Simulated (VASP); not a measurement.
Set up this calculation in VASP 6.6.1, as the native input.

```yaml
Task: electric field gradients
Functional: LDA
Potentials_or_basis: VASP PAW LDA potentials, release 64 (Pb_d, S)
Cutoff: 520 eV
k_mesh: 8 × 8 × 8
Occupations: fermi-dirac, width 0.01 eV
Spin: no spin polarisation
Dipole_correction: no
Further_INCAR_settings: ALGO = Normal; EDIFF = 1e-08; NBANDS = 17
```

The structure of PbS lies in POSCAR:

```
PbS
1.0
    0.0000000000      2.9650000000      2.8760500000
    2.9650000000      0.0000000000      2.8760500000
    2.9650000000      2.9650000000      0.0000000000
Pb S
1 1
Direct
    0.0000000000      0.0000000000      0.0000000000
    0.5000000000      0.5000000000      0.5000000000
```

This cell differs from its parent crystal: zz strain of -3 %.

One way to write it, as run:

INCAR

```
SYSTEM = PbS
PREC = Accurate
ENCUT = 520
EDIFF = 1E-8
ISMEAR = -1
SIGMA = 0.01
LREAL = .False.
LASPH = .True.
NELM = 80
ALGO = Normal
ISIF = 2
LWAVE = .False.
LCHARG = .False.
LEFG = .True.
NBANDS = 17
```

KPOINTS

```
regular mesh
0
Gamma
  8 8 8
  0 0 0
```

Potentials or basis: VASP PAW LDA potentials, release 64 (Pb_d, S).

Launch:

```console
$ cat potpaw_LDA.64/Pb_d/POTCAR potpaw_LDA.64/S/POTCAR > POTCAR
$ mpirun -np 1 vasp_std > vasp.out
```

It gave:

The pressure is -0.6 GPa and the band gap on the k mesh is 0.06 eV, direct.

Caveat: the cell differs from its parent crystal (zz strain of -3 %); without QUAD_EFG the Cq values of the log hold for a quadrupole moment of 1 mb, not for the nuclei; spin-orbit coupling is left out, which moves the levels of the heavy elements.

It took 64 s on 1 thread of Intel Xeon 8259CL, with other jobs on the host, peak memory 0.18 GiB.
